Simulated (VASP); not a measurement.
# BiTe (R-3m) in VASP: further runs

The runs below take BiTe through single point, with PBEsol.

Everything below comes from runs of VASP 6.6.1. Logs are shortened: lines on timing, memory, paths and dates and some standing lists are left out, and cuts for length are marked.

## 1. The cell of the first run

It takes space group R-3m (No. 166, trigonal). The conventional cell has a = 4.912 Å, b = 4.912 Å, c = 9.685 Å, α = 90.00°, β = 90.00°, γ = 120.00°. Bi (site symmetry -3m) has 6 Te at 3.26 Å and 6 Bi at 4.30 Å within 4.3 Å. Within 4.3 Å of Te (site symmetry -3m) lie 6 Bi at 3.26 Å and 6 Te at 4.30 Å.

## 2. Single point, PBEsol

The input, INCAR:

```
SYSTEM = BiTe
PREC = Accurate ; ENCUT = 520
EDIFF = 1E-6 ; ISMEAR = 0
SIGMA = 0.15 ; LREAL = .False.
LASPH = .True. ; NELM = 100
ALGO = Normal ; ISIF = 2
LWAVE = .False. ; LCHARG = .False.
GGA = PS ; NBANDS = 18
```

The input, KPOINTS:

```
Automatic mesh
0
Gamma
  12 12 12
  0 0 0
```

The input, POSCAR:

```
BiTe
1.0
    2.4558996751      1.4179143385      3.2282303593
   -2.4558996751      1.4179143385      3.2282303593
    0.0000000000     -2.8358286770      3.2282303593
Bi Te
1 1
Direct
    0.5000000000      0.5000000000      0.5000000000
    0.0000000000      0.0000000000      0.0000000000
```

Potentials or basis: VASP PAW PBE potentials, release 64 (Bi_d, Te).

On the command line:

```console
> cat potpaw_PBE.64/Bi_d/POTCAR potpaw_PBE.64/Te/POTCAR > POTCAR
> mpirun -np 1 vasp_std > vasp.out
```

OUTCAR:

```text
SYSTEM = BiTe
   PREC = Accurate
   ENCUT = 520
   EDIFF = 1E-6
   ISMEAR = 0
   LREAL = .False.
   LASPH = .True.
   NELM = 100
   ISIF = 2
   GGA = PS

 ion  position               nearest neighbor table
   1  0.500  0.500  0.500-   2 3.26   2 3.26   2 3.26   2 3.26   2 3.26   2 3.26
   2  0.000  0.000  0.000-   1 3.26   1 3.26   1 3.26   1 3.26   1 3.26   1 3.26

  LATTYP: Found a trigonal (rhomboedric) cell.
 ALAT       =     4.2969053443
 COS(alpha) =     0.3466593724

  Lattice vectors:

 A1 = (   2.4558996751,   1.4179143385,   3.2282303593)
 A2 = (  -2.4558996751,   1.4179143385,   3.2282303593)
 A3 = (   0.0000000000,  -2.8358286770,   3.2282303593)

Analysis of symmetry for initial positions (statically):
=====================================================================
 Subroutine PRICEL returns:
 Original cell was already a primitive cell.

 Routine SETGRP: Setting up the symmetry group for a
 trigonal (rhombohedral) supercell.

 Subroutine GETGRP returns: Found 12 space group operations
 (whereof 12 operations were pure point group operations)
 out of a pool of 12 trial point group operations.

The static configuration has the point symmetry D_3d.

Analysis of symmetry for dynamics (positions and initial velocities):
=====================================================================
 Subroutine PRICEL returns:
 Original cell was already a primitive cell.

 Routine SETGRP: Setting up the symmetry group for a
 trigonal (rhombohedral) supercell.

 Subroutine GETGRP returns: Found 12 space group operations
 (whereof 12 operations were pure point group operations)
 out of a pool of 12 trial point group operations.

The dynamic configuration has the point symmetry D_3d.

 Subroutine INISYM returns: Found 12 space group operations
 (whereof 12 operations are pure point group operations),
 and found     1 'primitive' translations

----------------------------------------------------------------------------------------

                                     Primitive cell

  volume of cell :      67.4491

  direct lattice vectors                    reciprocal lattice vectors
     2.455899675  1.417914338  3.228230359     0.203591378  0.117543537  0.103255746
    -2.455899675  1.417914338  3.228230359    -0.203591378  0.117543537  0.103255746
     0.000000000 -2.835828677  3.228230359     0.000000000 -0.235087074  0.103255746

  length of vectors
     4.296905344  4.296905344  4.296905344     0.256763863  0.256763863  0.256763863

  position of ions in fractional coordinates (direct lattice)
     0.500000000  0.500000000  0.500000000
     0.000000000  0.000000000  0.000000000

  ion indices of the primitive-cell ions
   primitive index   ion index
                 1           1
                 2           2

----------------------------------------------------------------------------------------

 KPOINTS: Automatic mesh

Automatic generation of k-mesh.
 Grid dimensions read from file:
 generate k-points for:   12   12   12

 Generating k-lattice:

  Cartesian coordinates                     Fractional coordinates (reciprocal lattice)
     0.016965948  0.009795295  0.008604645     0.083333333  0.000000000 -0.000000000
    -0.016965948  0.009795295  0.008604645     0.000000000  0.083333333 -0.000000000
     0.000000000 -0.019590590  0.008604645    -0.000000000 -0.000000000  0.083333333

  Length of vectors
     0.021396989  0.021396989  0.021396989

  Shift w.r.t. Gamma in fractional coordinates (k-lattice)
     0.000000000  0.000000000  0.000000000

 Subroutine IBZKPT returns following result:
 ===========================================

 Found    189 irreducible k-points:

 Following reciprocal coordinates:
            Coordinates               Weight
  0.000000  0.000000  0.000000      1.000000
  0.083333  0.000000  0.000000      6.000000
  0.166667  0.000000 -0.000000      6.000000
  0.250000  0.000000 -0.000000      6.000000
  0.333333  0.000000  0.000000      6.000000
  0.416667  0.000000 -0.000000      6.000000
[... 16 lines left out ...]
  0.500000  0.166667  0.000000     12.000000
 -0.416667  0.166667  0.000000     12.000000
 [... further k-points ...]
   k-points           NKPTS =    189   k-points in BZ     NKDIM =    189   number of bands    NBANDS=     18
   number of dos      NEDOS =    301   number of ions     NIONS =      2
   total plane-waves  NPLWV =  32768
   dimension x,y,z NGX =    32 NGY =   32 NGZ =   32
   dimension x,y,z NGXF=    64 NGYF=   64 NGZF=   64
   ions per type =               1   1
   NGX,Y,Z   is equivalent  to a cutoff of  12.38, 12.38, 12.38 a.u.
   NGXF,Y,Z  is equivalent  to a cutoff of  24.76, 24.76, 24.76 a.u.
 SYSTEM =  BiTe
   PREC   = accura    normal or accurate (medium, high low for compatibility)
   ISTART =      0    job   : 0-new  1-cont  2-samecut
   ICHARG =      2    charge: 1-file 2-atom 10-const
   ISPIN  =      1    spin polarized calculation?
   LNONCOLLINEAR =      F non collinear calculations
   LSORBIT =      F    spin-orbit coupling
   LASPH  =      T    aspherical Exc in radial PAW
   ENCUT  =  520.0 eV  38.22 Ry    6.18 a.u.   7.99  7.99  7.99*2*pi/ulx,y,z
   NELM   =    100;   NELMIN=  2; NELMDL= -5     # of ELM steps
   EDIFF  = 0.1E-05   stopping-criterion for ELM
   LREAL  =      F    real-space projection
   EDIFFG = 0.1E-04   stopping-criterion for IOM
   NSW    =      0    number of steps for IOM
   IBRION =     -1    ionic relax: 0-MD 1-quasi-New 2-CG
   NFREE  =      0    steps in history (QN), initial steepest desc. (CG)
   ISIF   =      2    stress and relaxation
   ISYM   =      2    0-nonsym 1-usesym 2-fastsym
   POTIM  = 0.5000    time-step for ionic-motion
   TEBEG  =    0.0;   TEEND  =   0.0 temperature during run
   PSTRESS=    0.0 pullay stress
   NELECT =      21.0000    total number of electrons
   NUPDOWN=      -1.0000    fix difference up-down
   EMIN   =  10.00;   EMAX   =-10.00  energy-range for DOS
   EFERMI =   0.00;   METHOD = LEGACY
   ISMEAR =     0;   SIGMA  =   0.15  broadening in eV -4-tet -1-fermi 0-gaus
   EFERMI_NEDOS =   21; number of points for ismear=-14 and -15
   IALGO  =     38    algorithm
   IMIX   =      4    mixing-type and parameters
     AMIX     =   0.40;   BMIX     =  1.00
     AMIX_MAG =   1.60;   BMIX_MAG =  1.00
  volume/ion in A,a.u.               =      33.72       227.58
  Fermi-wavevector in a.u.,A,eV,Ry     =   1.109573  2.096789 16.750837  1.231152
  Thomas-Fermi vector in A             =   2.246114
   LORBIT       =      0    0 simple, 1 ext, 2 COOP (PROOUT), +10 PAW based schemes
   GGA     = PS    functional components
   LHFCALC =     F    Hartree Fock is set to
   AEXX    =    0.0000 exact exchange contribution
   IVDW    =     0    specifies the selected vdW correction
   LEPSILON=     F    determine dielectric tensor
   LRPA    =     F    only Hartree local field effects (RPA)
 non-spin polarized calculation
 Gauss-broadening in eV      SIGMA  =   0.15
  energy-cutoff  :      520.00
  volume of cell :       67.45
 maximum number of plane-waves:      1840
   NGX = 15   NGY = 15   NGZ = 15

 number of electron      20.9999992 magnetization

 Free energy of the ion-electron system (eV)
  ---------------------------------------------------
  ext. energy  EPLUGINS =         0.00000000
  ---------------------------------------------------
  free energy    TOTEN  =        -7.98042149 eV

  energy without entropy =       -7.96692311  energy(sigma->0) =       -7.97367230

 E-fermi :   6.4652     XC(G=0):  -9.6418

 val. band max:        6.4533232623   @ k =  -0.4167   0.1667   0.0000
 cond. band min:       6.4786616462   @ k =   0.4167   0.1667   0.0833
 fundamental gap:      0.0253383839
 Fermi energy:         6.4652010052

 k-point     1 :       0.0000    0.0000    0.0000
  band No.  band energies     occupation
      1     -16.6525      2.00000
      2     -16.6525      2.00000
      3     -16.6408      2.00000
      4     -16.6408      2.00000
      5     -16.6243      2.00000
      6      -6.9603      2.00000
[... 10 lines left out ...]
     17      13.5094      0.00000
     18      13.5095      0.00000

 k-point     2 :       0.0833    0.0000    0.0000
  band No.  band energies     occupation
      1     -16.6524      2.00000
      2     -16.6524      2.00000
      3     -16.6412      2.00000
      4     -16.6403      2.00000
      5     -16.6243      2.00000
      6      -6.9017      2.00000
[... 10 lines left out ...]
     17      13.3022      0.00000
     18      13.7651      0.00000

 k-point     3 :       0.1667    0.0000   -0.0000
  band No.  band energies     occupation
      1     -16.6521      2.00000
      2     -16.6521      2.00000
      3     -16.6423      2.00000
      4     -16.6388      2.00000
      5     -16.6240      2.00000
      6      -6.7269      2.00000
[... 10 lines left out ...]
     17      13.9637      0.00000
     18      14.5057      0.00000

 k-point     4 :       0.2500    0.0000   -0.0000
  band No.  band energies     occupation
      1     -16.6520      2.00000
      2     -16.6518      2.00000
      3     -16.6437      2.00000
      4     -16.6367      2.00000
      5     -16.6233      2.00000
      6      -6.4390      2.00000
[... 375 lines left out ...]
      4     -16.6322      2.00000
      5     -16.6215      2.00000
      6      -5.6849      2.00000
[... 10 lines left out ...]
     17      15.7004      0.00000
     18      16.2034      0.00000

 k-point    23 :       0.5000    0.1667    0.0000
  band No.  band energies     occupation
      1     -16.6543      2.00000
      2     -16.6514      2.00000
      3     -16.6439      2.00000
      4     -16.6321      2.00000
      5     -16.6209      2.00000
      6      -5.2039      2.00000
[... 10 lines left out ...]
     17      16.0419      0.00000
     18      16.9659      0.00000

 k-point    24 :      -0.4167    0.1667    0.0000
  band No.  band energies     occupation
      1     -16.6533      2.00000
      2     -16.6518      2.00000
      3     -16.6438      2.00000
      4     -16.6327      2.00000
      5     -16.6213      2.00000
      6      -5.0774      2.00000
[... 10 lines left out ...]
     17      15.3338      0.00000
     18      16.5293      0.00000

 [... further k-points ...]

------------------------ aborting loop because EDIFF is reached ----------------------------------------

  FORCE on cell =-STRESS in cart. coord.  units (eV):
  Direction    XX          YY          ZZ          XY          YZ          ZX
  --------------------------------------------------------------------------------------
  -------------------------------------------------------------------------------------
  Total       -1.4129540     -1.4129540     -0.8963722      0.0000000     -0.0000000      0.0000000
  in kB      -33.5631123    -33.5631123    -21.2922999      0.0000000     -0.0000000      0.0000000
  external PRESSURE =     -29.4728415 kB  Pullay stress =       0.0000000 kB

 VOLUME and BASIS-vectors are now :
 -----------------------------------------------------------------------------
  energy-cutoff  :      520.00
  volume of cell :       67.45
      direct lattice vectors                 reciprocal lattice vectors
     2.455899675  1.417914338  3.228230359     0.203591378  0.117543537  0.103255746
    -2.455899675  1.417914338  3.228230359    -0.203591378  0.117543537  0.103255746
     0.000000000 -2.835828677  3.228230359     0.000000000 -0.235087074  0.103255746

 POSITION                                       TOTAL-FORCE (eV/Angst)
 -----------------------------------------------------------------------------------
      0.00000      0.00000      4.84235         0.000000     -0.000000     -0.000000
      0.00000      0.00000      0.00000        -0.000000      0.000000      0.000000
 -----------------------------------------------------------------------------------
    total drift:                               -0.000000      0.000000     -0.000000

  FREE ENERGIE OF THE ION-ELECTRON SYSTEM (eV)
  ---------------------------------------------------
  free  energy   TOTEN  =        -7.9804214948 eV

  energy  without entropy=       -7.9669231135  energy(sigma->0) =       -7.97367230
```

Run time: 2.1 min. Hardware: 1 thread of Intel Xeon 8259CL, shared host; peak memory 0.35 GiB.

Results:

- Free energy: -7.9804 eV
- Pressure: -2.9 GPa
- Band gap on the k mesh: zero (an odd number of electrons rules out a gap without spin polarisation)

Caveat: the PAW data sets were made with another functional, which shifts forces and pressure a little; spin-orbit coupling is left out, which moves the levels of the heavy elements.

(Continued in part 2 of 3.)

The gap in the log of VASP goes by the Fermi energy; the results here count the filled bands.